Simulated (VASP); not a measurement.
# Na3LiB5 (P-62m) in VASP: relaxation of cell and atoms with PBE

Aim: the relaxation of cell and atoms of Na3LiB5 with PBE.

Everything below comes from runs of VASP 6.6.1. Logs are shortened: lines on timing, memory, paths and dates and some standing lists are left out, and cuts for length are marked.

## Step 1: The cell of the first run

Symmetry: P-62m, No. 189, hexagonal system. The conventional cell has a = 5.584 Å, b = 5.584 Å, c = 4.348 Å, α = 90.00°, β = 90.00°, γ = 120.00°. Na (site symmetry m2m) has 2 Li at 2.26 to 3.32 Å and 10 B at 2.46 to 3.10 Å and 4 Na at 2.94 Å within 3.4 Å. Li (site symmetry -62m) has 3 Na at 2.26 Å and 6 B at 3.06 Å within 3.1 Å. B (site symmetry m2m) has 2 B at 1.73 Å within 2.3 Å. B (site symmetry -6) has 3 B at 1.73 Å within 2.3 Å.

The cell was generated, and may not be a known phase.

## Step 2: Relaxation of cell and atoms, PBE

Input file INCAR:

```
PREC = Accurate ; ENCUT = 600
EDIFF = 1E-6 ; ISMEAR = 0
SIGMA = 0.1 ; LREAL = F
LASPH = T ; NELM = 100
ALGO = Normal ; ISIF = 3
LWAVE = F ; LCHARG = F
GGA = PE ; IBRION = 2
NSW = 100 ; EDIFFG = -0.01
```

Input file KPOINTS:

```
regular mesh
0
Gamma
  12 12 10
```

Input file POSCAR:

```
Na3LiB5
1.0
    5.5844803903      0.0000000000      0.0000000000
   -2.7922401951      4.8363018849      0.0000000000
    0.0000000000      0.0000000000      4.3476886944
Na Li B
3 1 5
Direct
    0.5945019954      0.0000000000      0.0000000000
    0.0000000000      0.5945019954      0.0000000000
    0.4054980046      0.4054980046      0.0000000000
    0.0000000000      0.0000000000      0.0000000000
    0.3865348239      0.0000000000      0.5000000000
    0.0000000000      0.3865348239      0.5000000000
    0.6134651761      0.6134651761      0.5000000000
    0.3333333333      0.6666666667      0.5000000000
    0.6666666667      0.3333333333      0.5000000000
```

Potentials or basis: VASP PAW PBE potentials, release 64 (Na_pv, Li_sv, B).

Launch:

```console
$ cat potpaw_PBE.64/Na_pv/POTCAR potpaw_PBE.64/Li_sv/POTCAR potpaw_PBE.64/B/POTCAR > POTCAR
$ mpirun -np 1 vasp_std > vasp.out
```

OUTCAR:

```text
PREC = Accurate
   ENCUT = 600
   EDIFF = 1E-6
   ISMEAR = 0
   LREAL = F
   LASPH = T
   NELM = 100
   ISIF = 3
   GGA = PE
   IBRION = 2
   NSW = 100
   EDIFFG = -0.01

 ion  position               nearest neighbor table
   1  0.595  0.000  0.000-   4 2.26   5 2.46   5 2.46
   2  0.000  0.595  0.000-   4 2.26   6 2.46   6 2.46
   3  0.405  0.405  0.000-   4 2.26   7 2.46   7 2.46
   4  0.000  0.000  0.000-   2 2.26   3 2.26   1 2.26
   5  0.387  0.000  0.500-   8 1.73   9 1.73   1 2.46   1 2.46
   6  0.000  0.387  0.500-   9 1.73   8 1.73   2 2.46   2 2.46
   7  0.613  0.613  0.500-   9 1.73   8 1.73   3 2.46   3 2.46
   8  0.333  0.667  0.500-   5 1.73   6 1.73   7 1.73
   9  0.667  0.333  0.500-   6 1.73   5 1.73   7 1.73

  LATTYP: Found a hexagonal cell.
 ALAT       =     5.5844803903
 C/A-ratio  =     0.7785305687

  Lattice vectors:

 A1 = (   5.5844803903,   0.0000000000,   0.0000000000)
 A2 = (  -2.7922401951,   4.8363018849,   0.0000000000)
 A3 = (   0.0000000000,   0.0000000000,   4.3476886944)

Analysis of symmetry for initial positions (statically):
=====================================================================
 Subroutine PRICEL returns:
 Original cell was already a primitive cell.

 Routine SETGRP: Setting up the symmetry group for a
 hexagonal supercell.

 Subroutine GETGRP returns: Found 12 space group operations
 (whereof 12 operations were pure point group operations)
 out of a pool of 24 trial point group operations.

The static configuration has the point symmetry D_3h.

Analysis of symmetry for dynamics (positions and initial velocities):
=====================================================================
 Subroutine PRICEL returns:
 Original cell was already a primitive cell.

 Routine SETGRP: Setting up the symmetry group for a
 hexagonal supercell.

 Subroutine GETGRP returns: Found 12 space group operations
 (whereof 12 operations were pure point group operations)
 out of a pool of 24 trial point group operations.

The dynamic configuration has the point symmetry D_3h.

 Subroutine INISYM returns: Found 12 space group operations
 (whereof 12 operations are pure point group operations),
 and found     1 'primitive' translations

----------------------------------------------------------------------------------------

                                     Primitive cell

  volume of cell :     117.4234

  direct lattice vectors                    reciprocal lattice vectors
     5.584480390  0.000000000  0.000000000     0.179067689  0.103384779  0.000000000
    -2.792240195  4.836301885  0.000000000     0.000000000  0.206769557  0.000000000
     0.000000000  0.000000000  4.347688694     0.000000000  0.000000000  0.230007268

  length of vectors
     5.584480390  5.584480390  4.347688694     0.206769557  0.206769557  0.230007268

  position of ions in fractional coordinates (direct lattice)
     0.594501995  0.000000000  0.000000000
     0.000000000  0.594501995  0.000000000
     0.405498005  0.405498005  0.000000000
     0.000000000  0.000000000  0.000000000
     0.386534824  0.000000000  0.500000000
     0.000000000  0.386534824  0.500000000
     0.613465176  0.613465176  0.500000000
     0.333333333  0.666666667  0.500000000
     0.666666667  0.333333333  0.500000000

  ion indices of the primitive-cell ions
   primitive index   ion index
                 1           1
                 2           2
                 3           3
                 4           4
                 5           5
                 6           6
                 7           7
                 8           8
                 9           9

----------------------------------------------------------------------------------------

 KPOINTS: regular mesh

Automatic generation of k-mesh.
 Grid dimensions read from file:
 generate k-points for:   12   12   10

 Generating k-lattice:

  Cartesian coordinates                     Fractional coordinates (reciprocal lattice)
     0.014922307  0.008615398  0.000000000     0.083333333 -0.000000000  0.000000000
     0.000000000  0.017230796  0.000000000     0.000000000  0.083333333  0.000000000
     0.000000000  0.000000000  0.023000727     0.000000000  0.000000000  0.100000000

  Length of vectors
     0.017230796  0.017230796  0.023000727

  Shift w.r.t. Gamma in fractional coordinates (k-lattice)
     0.000000000  0.000000000  0.000000000

 Subroutine IBZKPT returns following result:
 ===========================================

 Found    114 irreducible k-points:

 Following reciprocal coordinates:
            Coordinates               Weight
  0.000000  0.000000  0.000000      1.000000
  0.083333  0.000000  0.000000      6.000000
  0.166667 -0.000000  0.000000      6.000000
  0.250000  0.000000  0.000000      6.000000
  0.333333  0.000000  0.000000      6.000000
  0.416667  0.000000  0.000000      6.000000
[... 16 lines left out ...]
  0.250000  0.000000  0.100000     12.000000
  0.333333  0.000000  0.100000     12.000000
 [... further k-points ...]
   k-points           NKPTS =    114   k-points in BZ     NKDIM =    114   number of bands    NBANDS=     24
   number of dos      NEDOS =    301   number of ions     NIONS =      9
   total plane-waves  NPLWV =  82944
   dimension x,y,z NGX =    48 NGY =   48 NGZ =   36
   dimension x,y,z NGXF=    96 NGYF=   96 NGZF=   72
   ions per type =               3   1   5
   NGX,Y,Z   is equivalent  to a cutoff of  14.29, 14.29, 13.77 a.u.
   NGXF,Y,Z  is equivalent  to a cutoff of  28.58, 28.58, 27.53 a.u.
 SYSTEM =  unknown system
   PREC   = accura    normal or accurate (medium, high low for compatibility)
   ISTART =      0    job   : 0-new  1-cont  2-samecut
   ICHARG =      2    charge: 1-file 2-atom 10-const
   ISPIN  =      1    spin polarized calculation?
   LNONCOLLINEAR =      F non collinear calculations
   LSORBIT =      F    spin-orbit coupling
   LASPH  =      T    aspherical Exc in radial PAW
   ENCUT  =  600.0 eV  44.10 Ry    6.64 a.u.  11.15 11.15  8.68*2*pi/ulx,y,z
   NELM   =    100;   NELMIN=  2; NELMDL= -5     # of ELM steps
   EDIFF  = 0.1E-05   stopping-criterion for ELM
   LREAL  =      F    real-space projection
   EDIFFG = -.1E-01   stopping-criterion for IOM
   NSW    =    100    number of steps for IOM
   IBRION =      2    ionic relax: 0-MD 1-quasi-New 2-CG
   NFREE  =      1    steps in history (QN), initial steepest desc. (CG)
   ISIF   =      3    stress and relaxation
   ISYM   =      2    0-nonsym 1-usesym 2-fastsym
   POTIM  = 0.5000    time-step for ionic-motion
   TEBEG  =    0.0;   TEEND  =   0.0 temperature during run
   PSTRESS=    0.0 pullay stress
   NELECT =      39.0000    total number of electrons
   NUPDOWN=      -1.0000    fix difference up-down
   EMIN   =  10.00;   EMAX   =-10.00  energy-range for DOS
   EFERMI =   0.00;   METHOD = LEGACY
   ISMEAR =     0;   SIGMA  =   0.10  broadening in eV -4-tet -1-fermi 0-gaus
   EFERMI_NEDOS =   21; number of points for ismear=-14 and -15
   IALGO  =     38    algorithm
   IMIX   =      4    mixing-type and parameters
     AMIX     =   0.40;   BMIX     =  1.00
     AMIX_MAG =   1.60;   BMIX_MAG =  1.00
  volume/ion in A,a.u.               =      13.05        88.05
  Fermi-wavevector in a.u.,A,eV,Ry     =   1.133735  2.142448 17.488312  1.285355
  Thomas-Fermi vector in A             =   2.270438
   LORBIT       =      0    0 simple, 1 ext, 2 COOP (PROOUT), +10 PAW based schemes
   GGA     = PE    functional components
   LHFCALC =     F    Hartree Fock is set to
   AEXX    =    0.0000 exact exchange contribution
   IVDW    =     0    specifies the selected vdW correction
   LEPSILON=     F    determine dielectric tensor
   LRPA    =     F    only Hartree local field effects (RPA)
 conjugate gradient relaxation of ions
 non-spin polarized calculation
 Gauss-broadening in eV      SIGMA  =   0.10
  energy-cutoff  :      600.00
  volume of cell :      117.42
 maximum number of plane-waves:      3947
 NGX is ok and might be reduce to    48
   NGX = 23   NGY = 23   NGZ = 17

--------------------------------------- Ionic step        1  -------------------------------------------

 number of electron      39.0000018 magnetization

 Free energy of the ion-electron system (eV)
  ---------------------------------------------------
  ext. energy  EPLUGINS =         0.00000000
  ---------------------------------------------------
  free energy    TOTEN  =       -33.57702622 eV

  energy without entropy =      -33.57043713  energy(sigma->0) =      -33.57373167

------------------------ aborting loop because EDIFF is reached ----------------------------------------

  FORCE on cell =-STRESS in cart. coord.  units (eV):
  Direction    XX          YY          ZZ          XY          YZ          ZX
  --------------------------------------------------------------------------------------
  -------------------------------------------------------------------------------------
  Total        0.0605710      0.0605710      0.0689128      0.0000000      0.0000000      0.0000000
  in kB        0.8264578      0.8264578      0.9402774      0.0000000      0.0000000      0.0000000
  external PRESSURE =       0.8643976 kB  Pullay stress =       0.0000000 kB
[... 157 lines left out ...]
  energy  without entropy=      -33.5708156310  energy(sigma->0) =      -33.57409513

--------------------------------------- Ionic step        5  -------------------------------------------

 number of electron      39.0000018 magnetization

 Free energy of the ion-electron system (eV)
  ---------------------------------------------------
  ext. energy  EPLUGINS =         0.00000000
  ---------------------------------------------------
  free energy    TOTEN  =       -33.57750776 eV

  energy without entropy =      -33.57096473  energy(sigma->0) =      -33.57423625

 E-fermi :   2.8797     XC(G=0):  -9.3185

 val. band max:        2.8538116337   @ k =   0.3333   0.1667   0.2000
 cond. band min:       2.9022235164   @ k =   0.5000   0.0000   0.2000
 fundamental gap:      0.0484118827
 Fermi energy:         2.8796916344

 k-point     1 :       0.0000    0.0000    0.0000
  band No.  band energies     occupation
      1     -45.0936      2.00000
      2     -21.5708      2.00000
      3     -21.5675      2.00000
      4     -21.5675      2.00000
      5     -21.4772      2.00000
      6     -21.3613      2.00000
[... 637 lines left out ...]
     23       5.6571      0.00000
     24       5.8260      0.00000

 [... further k-points ...]

------------------------ aborting loop because EDIFF is reached ----------------------------------------

  FORCE on cell =-STRESS in cart. coord.  units (eV):
  Direction    XX          YY          ZZ          XY          YZ          ZX
  --------------------------------------------------------------------------------------
  -------------------------------------------------------------------------------------
  Total        0.0035816      0.0035816      0.0006602      0.0000000     -0.0000000     -0.0000000
  in kB        0.0488448      0.0488448      0.0090035      0.0000000     -0.0000000     -0.0000000
  external PRESSURE =       0.0355644 kB  Pullay stress =       0.0000000 kB
[... 24 lines left out ...]
  FREE ENERGIE OF THE ION-ELECTRON SYSTEM (eV)
  ---------------------------------------------------
  free  energy   TOTEN  =       -33.5775077650 eV

  energy  without entropy=      -33.5709647250  energy(sigma->0) =      -33.57423625

 reached required accuracy - stopping structural energy minimisation
```

Run time: 19 min. Hardware: 1 thread of Intel Xeon 8259CL, shared host; peak memory 0.51 GiB.

Results:

```yaml
Free_energy: -33.5775 eV
Relaxed_volume: 13.05 Å³/atom
Relaxed_cell: a = 5.583 Å, b = 5.583 Å, c = 4.352 Å, α = 90.00°, β = 90.00°, γ = 120.00°
Space_group_after_relaxing_to_0.1_Å: P-62m (No. 189)
Energy_gained_by_relaxing: 0.1 meV/atom
Ionic_steps: 5
Pressure_after_relaxing: 0.0 GPa
Largest_force_after_relaxing: 0.007 eV/Å
Band_gap_on_the_k_mesh: zero (an odd number of electrons rules out a gap without spin polarisation)
```

Forces on the atoms (eV/Å):
```
Na  -0.007  0.000  0.000
Na   0.004 -0.006  0.000
Na   0.004  0.006  0.000
Li   0.000  0.000  0.000
B   -0.005  0.000  0.000
B    0.002 -0.004  0.000
B    0.002  0.004  0.000
B    0.000  0.000  0.000
B    0.000  0.000  0.000
```

The path:
| step | energy change (eV) | largest force (eV/Å) | pressure (GPa) | volume (Å³) |
| --- | --- | --- | --- | --- |
| 1 | 0.0000 | 0.0244 | 0.09 | 117.42 |
| 2 | -0.0002 | 0.0204 | -0.01 | 117.54 |
| 3 | -0.0002 | 0.0190 | -0.09 | 117.62 |
| 4 | -0.0003 | 0.0143 | -0.01 | 117.57 |
| 5 | -0.0005 | 0.0070 | 0.00 | 117.48 |

Final structure:
```
Na Li B
1.0
     5.58293    0.00000    0.00000
    -2.79147    4.83496    0.00000
     0.00000    0.00000    4.35223
Na Li B
3 1 5
Cartesian
  3.3131 0.0000 0.0000
  -1.6566 2.8693 0.0000
  1.1349 1.9657 4.3522
  0.0000 0.0000 0.0000
  2.1536 0.0000 2.1761
  -1.0768 1.8651 2.1761
  1.7147 2.9699 2.1761
  0.0000 3.2233 2.1761
  2.7915 1.6117 2.1761
```

Caveat: the cutoff is under 1.25 times the usual one of these potentials, so pressure, stress and relaxed cells hold a basis-set (Pulay) error; an odd number of electrons without spin polarisation forces a metal; a magnetic or distorted state may lie lower.

The gap in the log of VASP goes by the Fermi energy; the results here count the filled bands.